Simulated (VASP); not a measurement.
# Sn2Ge (Fm-3m) in VASP: a series of runs

Sn2Ge is run at these levels: PBE; tasks: single point, relaxation of cell and atoms.

Everything below comes from runs of VASP 6.6.1. Logs are shortened: lines on timing, memory, paths and dates and some standing lists are left out, and cuts for length are marked.

## (1) The cell of the first run

It takes space group Fm-3m (No. 225, cubic). Conventional cell: a = 6.979 Å, b = 6.979 Å, c = 6.979 Å, α = 90.00°, β = 90.00°, γ = 90.00°. Sn (site symmetry -43m) has 4 Ge at 3.02 Å and 6 Sn at 3.49 Å within 4.0 Å. Within 4.0 Å of Ge (site symmetry m-3m) lie 8 Sn at 3.02 Å.

## (2) Single point, PBE

The input, INCAR:

```
SYSTEM = Sn2Ge
ALGO = Normal ; EDIFF = 1E-6
ENCUT = 520 ; GGA = PE
ISIF = 2 ; ISMEAR = 0
LASPH = .TRUE. ; LCHARG = .FALSE.
LREAL = .FALSE. ; LWAVE = .FALSE.
NBANDS = 28 ; NELM = 80
PREC = Accurate ; SIGMA = 0.1
```

The input, KPOINTS:

```
k-points
0
G
  6 6 6
  0 0 0
```

The input, POSCAR:

```
Sn2Ge
1.0
    0.0000000000      3.4896259146      3.4896259146
    3.4896259146      0.0000000000      3.4896259146
    3.4896259146      3.4896259146      0.0000000000
Sn Ge
2 1
Direct
    0.7500000000      0.7500000000      0.7500000000
    0.2500000000      0.2500000000      0.2500000000
    0.0000000000      0.0000000000      0.0000000000
```

Potentials or basis: VASP PAW PBE potentials, release 64 (Sn_d, Ge_d).

Run with:

```console
cat potpaw_PBE.64/Sn_d/POTCAR potpaw_PBE.64/Ge_d/POTCAR > POTCAR
mpirun -np 1 vasp_std > vasp.out
```

OUTCAR:

```text
SYSTEM = Sn2Ge
   EDIFF = 1E-6
   ENCUT = 520
   GGA = PE
   ISIF = 2
   ISMEAR = 0
   LASPH = .TRUE.
   LREAL = .FALSE.
   NELM = 80
   PREC = Accurate

 ion  position               nearest neighbor table
   1  0.750  0.750  0.750-   3 3.02   3 3.02   3 3.02   3 3.02   2 3.49   2 3.49   2 3.49   2 3.49
                             2 3.49   2 3.49
   2  0.250  0.250  0.250-   3 3.02   3 3.02   3 3.02   3 3.02   1 3.49   1 3.49   1 3.49   1 3.49
                             1 3.49   1 3.49
   3  0.000  0.000  0.000-   1 3.02   1 3.02   1 3.02   1 3.02   2 3.02   2 3.02   2 3.02   2 3.02

  LATTYP: Found a face centered cubic cell.
 ALAT       =     6.9792518292

  Lattice vectors:

 A1 = (   0.0000000000,   3.4896259146,   3.4896259146)
 A2 = (   3.4896259146,   0.0000000000,   3.4896259146)
 A3 = (   3.4896259146,   3.4896259146,   0.0000000000)

Analysis of symmetry for initial positions (statically):
=====================================================================
 Subroutine PRICEL returns:
 Original cell was already a primitive cell.

 Routine SETGRP: Setting up the symmetry group for a
 face centered cubic supercell.

 Subroutine GETGRP returns: Found 48 space group operations
 (whereof 48 operations were pure point group operations)
 out of a pool of 48 trial point group operations.

The static configuration has the point symmetry O_h .

Analysis of symmetry for dynamics (positions and initial velocities):
=====================================================================
 Subroutine PRICEL returns:
 Original cell was already a primitive cell.

 Routine SETGRP: Setting up the symmetry group for a
 face centered cubic supercell.

 Subroutine GETGRP returns: Found 48 space group operations
 (whereof 48 operations were pure point group operations)
 out of a pool of 48 trial point group operations.

The dynamic configuration has the point symmetry O_h .

 Subroutine INISYM returns: Found 48 space group operations
 (whereof 48 operations are pure point group operations),
 and found     1 'primitive' translations

----------------------------------------------------------------------------------------

                                     Primitive cell

  volume of cell :      84.9898

  direct lattice vectors                    reciprocal lattice vectors
     0.000000000  3.489625915  3.489625915    -0.143281834  0.143281834  0.143281834
     3.489625915  0.000000000  3.489625915     0.143281834 -0.143281834  0.143281834
     3.489625915  3.489625915  0.000000000     0.143281834  0.143281834 -0.143281834

  length of vectors
     4.935076296  4.935076296  4.935076296     0.248171416  0.248171416  0.248171416

  position of ions in fractional coordinates (direct lattice)
     0.750000000  0.750000000  0.750000000
     0.250000000  0.250000000  0.250000000
     0.000000000  0.000000000  0.000000000

  ion indices of the primitive-cell ions
   primitive index   ion index
                 1           1
                 2           2
                 3           3

----------------------------------------------------------------------------------------

 KPOINTS: k-points

Automatic generation of k-mesh.
 Grid dimensions read from file:
 generate k-points for:    6    6    6

 Generating k-lattice:

  Cartesian coordinates                     Fractional coordinates (reciprocal lattice)
    -0.023880306  0.023880306  0.023880306     0.166666667  0.000000000  0.000000000
     0.023880306 -0.023880306  0.023880306     0.000000000  0.166666667  0.000000000
     0.023880306  0.023880306 -0.023880306     0.000000000  0.000000000  0.166666667

  Length of vectors
     0.041361903  0.041361903  0.041361903

  Shift w.r.t. Gamma in fractional coordinates (k-lattice)
     0.000000000  0.000000000  0.000000000

 Subroutine IBZKPT returns following result:
 ===========================================

 Found     16 irreducible k-points:

 Following reciprocal coordinates:
            Coordinates               Weight
  0.000000  0.000000  0.000000      1.000000
  0.166667  0.000000  0.000000      8.000000
  0.333333  0.000000  0.000000      8.000000
  0.500000  0.000000  0.000000      4.000000
  0.166667  0.166667  0.000000      6.000000
  0.333333  0.166667  0.000000     24.000000
[... 8 lines left out ...]
 -0.333333  0.333333  0.166667     24.000000
 -0.333333  0.500000  0.166667     12.000000
   k-points           NKPTS =     16   k-points in BZ     NKDIM =     16   number of bands    NBANDS=     28
   number of dos      NEDOS =    301   number of ions     NIONS =      3
   total plane-waves  NPLWV =  64000
   dimension x,y,z NGX =    40 NGY =   40 NGZ =   40
   dimension x,y,z NGXF=    80 NGYF=   80 NGZF=   80
   ions per type =               2   1
   NGX,Y,Z   is equivalent  to a cutoff of  13.47, 13.47, 13.47 a.u.
   NGXF,Y,Z  is equivalent  to a cutoff of  26.95, 26.95, 26.95 a.u.
 SYSTEM =  Sn2Ge
   PREC   = accura    normal or accurate (medium, high low for compatibility)
   ISTART =      0    job   : 0-new  1-cont  2-samecut
   ICHARG =      2    charge: 1-file 2-atom 10-const
   ISPIN  =      1    spin polarized calculation?
   LNONCOLLINEAR =      F non collinear calculations
   LSORBIT =      F    spin-orbit coupling
   LASPH  =      T    aspherical Exc in radial PAW
   ENCUT  =  520.0 eV  38.22 Ry    6.18 a.u.   9.18  9.18  9.18*2*pi/ulx,y,z
   NELM   =     80;   NELMIN=  2; NELMDL= -5     # of ELM steps
   EDIFF  = 0.1E-05   stopping-criterion for ELM
   LREAL  =      F    real-space projection
   EDIFFG = 0.1E-04   stopping-criterion for IOM
   NSW    =      0    number of steps for IOM
   IBRION =     -1    ionic relax: 0-MD 1-quasi-New 2-CG
   NFREE  =      0    steps in history (QN), initial steepest desc. (CG)
   ISIF   =      2    stress and relaxation
   ISYM   =      2    0-nonsym 1-usesym 2-fastsym
   POTIM  = 0.5000    time-step for ionic-motion
   TEBEG  =    0.0;   TEEND  =   0.0 temperature during run
   PSTRESS=    0.0 pullay stress
   NELECT =      42.0000    total number of electrons
   NUPDOWN=      -1.0000    fix difference up-down
   EMIN   =  10.00;   EMAX   =-10.00  energy-range for DOS
   EFERMI =   0.00;   METHOD = LEGACY
   ISMEAR =     0;   SIGMA  =   0.10  broadening in eV -4-tet -1-fermi 0-gaus
   EFERMI_NEDOS =   21; number of points for ismear=-14 and -15
   IALGO  =     38    algorithm
   IMIX   =      4    mixing-type and parameters
     AMIX     =   0.40;   BMIX     =  1.00
     AMIX_MAG =   1.60;   BMIX_MAG =  1.00
  volume/ion in A,a.u.               =      28.33       191.18
  Fermi-wavevector in a.u.,A,eV,Ry     =   1.294302  2.445877 22.792731  1.675218
  Thomas-Fermi vector in A             =   2.425894
   LORBIT       =      0    0 simple, 1 ext, 2 COOP (PROOUT), +10 PAW based schemes
   GGA     = PE    functional components
   LHFCALC =     F    Hartree Fock is set to
   AEXX    =    0.0000 exact exchange contribution
   IVDW    =     0    specifies the selected vdW correction
   LEPSILON=     F    determine dielectric tensor
   LRPA    =     F    only Hartree local field effects (RPA)
 non-spin polarized calculation
 Gauss-broadening in eV      SIGMA  =   0.10
  energy-cutoff  :      520.00
  volume of cell :       84.99
 maximum number of plane-waves:      2301
 NGX is ok and might be reduce to    40
   NGX = 19   NGY = 19   NGZ = 19

 number of electron      41.9999984 magnetization

 Free energy of the ion-electron system (eV)
  ---------------------------------------------------
  ext. energy  EPLUGINS =         0.00000000
  ---------------------------------------------------
  free energy    TOTEN  =       -11.68849371 eV

  energy without entropy =      -11.67532996  energy(sigma->0) =      -11.68191184

 E-fermi :   6.0107     XC(G=0):  -9.7295

 val. band max:        5.9880950096   @ k =  -0.1667   0.1667   0.0000
 cond. band min:       6.0149783498   @ k =   0.1667   0.0000   0.0000
 fundamental gap:      0.0268833401
 Fermi energy:         6.0106803120

 k-point     1 :       0.0000    0.0000    0.0000
  band No.  band energies     occupation
      1     -18.3266      2.00000
      2     -18.3266      2.00000
      3     -18.3266      2.00000
      4     -18.3167      2.00000
      5     -18.3167      2.00000
      6     -15.4308      2.00000
[... 20 lines left out ...]
     27       9.7476      0.00000
     28      11.6664      0.00000

 k-point     2 :       0.1667    0.0000    0.0000
  band No.  band energies     occupation
      1     -18.3266      2.00000
      2     -18.3266      2.00000
      3     -18.3265      2.00000
      4     -18.3165      2.00000
      5     -18.3165      2.00000
      6     -15.4204      2.00000
[... 20 lines left out ...]
     27       9.5335      0.00000
     28      13.0013      0.00000

 k-point     3 :       0.3333    0.0000    0.0000
  band No.  band energies     occupation
      1     -18.3267      2.00000
      2     -18.3267      2.00000
      3     -18.3265      2.00000
      4     -18.3163      2.00000
      5     -18.3163      2.00000
      6     -15.3917      2.00000
[... 20 lines left out ...]
     27      11.1931      0.00000
     28      13.6475      0.00000

 k-point     4 :       0.5000    0.0000    0.0000
  band No.  band energies     occupation
      1     -18.3267      2.00000
      2     -18.3267      2.00000
      3     -18.3264      2.00000
      4     -18.3162      2.00000
      5     -18.3162      2.00000
      6     -15.3610      2.00000
[... 330 lines left out ...]
     27      12.4904      0.00000
     28      12.6696      0.00000

 k-point    15 :      -0.3333    0.3333    0.1667
  band No.  band energies     occupation
      1     -18.3267      2.00000
      2     -18.3267      2.00000
      3     -18.3266      2.00000
      4     -18.3162      2.00000
      5     -18.3159      2.00000
      6     -15.3893      2.00000
[... 20 lines left out ...]
     27      11.8258      0.00000
     28      13.7791      0.00000

 k-point    16 :      -0.3333    0.5000    0.1667
  band No.  band energies     occupation
      1     -18.3266      2.00000
      2     -18.3266      2.00000
      3     -18.3266      2.00000
      4     -18.3163      2.00000
      5     -18.3157      2.00000
      6     -15.4094      2.00000
[... 20 lines left out ...]
     27      11.4958      0.00000
     28      13.6602      0.00000

------------------------ aborting loop because EDIFF is reached ----------------------------------------

  FORCE on cell =-STRESS in cart. coord.  units (eV):
  Direction    XX          YY          ZZ          XY          YZ          ZX
  --------------------------------------------------------------------------------------
  -------------------------------------------------------------------------------------
  Total        0.2516807      0.2516807      0.2516807      0.0000000      0.0000000     -0.0000000
  in kB        4.7445381      4.7445381      4.7445381      0.0000000      0.0000000     -0.0000000
  external PRESSURE =       4.7445381 kB  Pullay stress =       0.0000000 kB

 VOLUME and BASIS-vectors are now :
 -----------------------------------------------------------------------------
  energy-cutoff  :      520.00
  volume of cell :       84.99
      direct lattice vectors                 reciprocal lattice vectors
     0.000000000  3.489625915  3.489625915    -0.143281834  0.143281834  0.143281834
     3.489625915  0.000000000  3.489625915     0.143281834 -0.143281834  0.143281834
     3.489625915  3.489625915  0.000000000     0.143281834  0.143281834 -0.143281834

 POSITION                                       TOTAL-FORCE (eV/Angst)
 -----------------------------------------------------------------------------------
      5.23444      5.23444      5.23444        -0.000000      0.000000      0.000000
      1.74481      1.74481      1.74481         0.000000     -0.000000     -0.000000
      0.00000      0.00000      0.00000         0.000000      0.000000      0.000000
 -----------------------------------------------------------------------------------
    total drift:                               -0.000000     -0.000000      0.000000

  FREE ENERGIE OF THE ION-ELECTRON SYSTEM (eV)
  ---------------------------------------------------
  free  energy   TOTEN  =       -11.6884937062 eV

  energy  without entropy=      -11.6753299648  energy(sigma->0) =      -11.68191184
```

Run time: 43 s. Hardware: 1 thread of Intel Xeon Platinum 8259CL at 2.50GHz (Skylake/Cascade Lake), shared host; peak memory 0.24 GiB.

What came out:

- Free energy: -11.6885 eV
- Pressure: 0.5 GPa
- Band gap on the k mesh: zero (band 21 reaches 6.84 eV, above the bottom of band 22 at 5.28 eV)

Caveat: spin-orbit coupling is left out, which moves the levels of the heavy elements.

## (3) Relaxation of cell and atoms, PBE

This run uses another cell than the first one, of 20.70 Å³/atom, 0.731 times its volume.

The input, INCAR:

```
SYSTEM = Sn2Ge
PREC = Accurate
ENCUT = 600
EDIFF = 1E-6
ISMEAR = 0
SIGMA = 0.1
LREAL = .FALSE.
LASPH = .TRUE.
NELM = 60
ALGO = Fast
ISIF = 3
LWAVE = .FALSE.
LCHARG = .FALSE.
GGA = PE
IBRION = 2
NSW = 100
EDIFFG = -0.05
```

The input, KPOINTS:

```
regular mesh
0
G
  6 6 6
  0 0 0
```

The input, POSCAR:

```
Sn2Ge
1.0
    0.0000000000      3.1429694073      3.1429694073
    3.1429694073      0.0000000000      3.1429694073
    3.1429694073      3.1429694073      0.0000000000
Sn Ge
2 1
Direct
    0.7500000000      0.7500000000      0.7500000000
    0.2500000000      0.2500000000      0.2500000000
    0.0000000000      0.0000000000      0.0000000000
```

Potentials or basis: VASP PAW PBE potentials, release 64 (Sn_d, Ge_d).

Run with:

```console
cat potpaw_PBE.64/Sn_d/POTCAR potpaw_PBE.64/Ge_d/POTCAR > POTCAR
mpirun -np 1 vasp_std > vasp.out
```

Wall time 3.2 min (1 thread of Intel Xeon Platinum 8259CL at 2.50GHz (Skylake/Cascade Lake), shared host); peak memory 0.22 GiB.

It converged, with:

```yaml
Free_energy: -11.6829 eV
Relaxed_volume: 28.66 Å³/atom
Relaxed_cell: a = 4.954 Å, b = 4.954 Å, c = 4.954 Å, α = 60.00°, β = 60.00°, γ = 60.00°
Space_group_after_relaxing_to_0.05_Å: Fm-3m (No. 225)
Energy_gained_by_relaxing: 523.6 meV/atom
Ionic_steps: 4
Pressure_after_relaxing: 0.0 GPa
Band_gap_on_the_k_mesh: zero (band 21 reaches 6.70 eV, above the bottom of band 22 at 5.19 eV)
```

The path:
```csv
step,energy change (eV),largest force (eV/Å),pressure (GPa),volume (Å³)
1,0.0000,0.0000,28.73,62.09
2,-1.2749,0.0000,-5.13,101.78
3,-1.5699,0.0000,0.34,85.15
4,-1.5707,0.0000,-0.05,85.97
```

Final structure:
```
Sn Ge
1.0
     0.00000    3.50298    3.50298
     3.50298    0.00000    3.50298
     3.50298    3.50298    0.00000
Sn Ge
2 1
Direct
  0.75000 0.75000 0.75000
  0.25000 0.25000 0.25000
  0.00000 0.00000 0.00000
```

Levels at points of the mesh, in eV from the Fermi level:
```csv
k point,band 18,band 19,band 20,band 21,band 22,band 23,band 24,band 25
"(0.00, 0.00, 0.00)",-3.54,-0.77,-0.77,-0.77,-0.71,-0.71,-0.71,3.71
"(0.50, 0.00, 0.00)",-4.74,-2.02,-2.02,0.06,0.06,0.24,3.72,4.65
"(0.50, 0.50, 0.00)",-5.76,-3.55,-3.55,-1.17,3.66,4.18,4.19,5.05
```

Caveat: the volume moved by over 15 % at a fixed basis, so the end points are rough; spin-orbit coupling is left out, which moves the levels of the heavy elements.
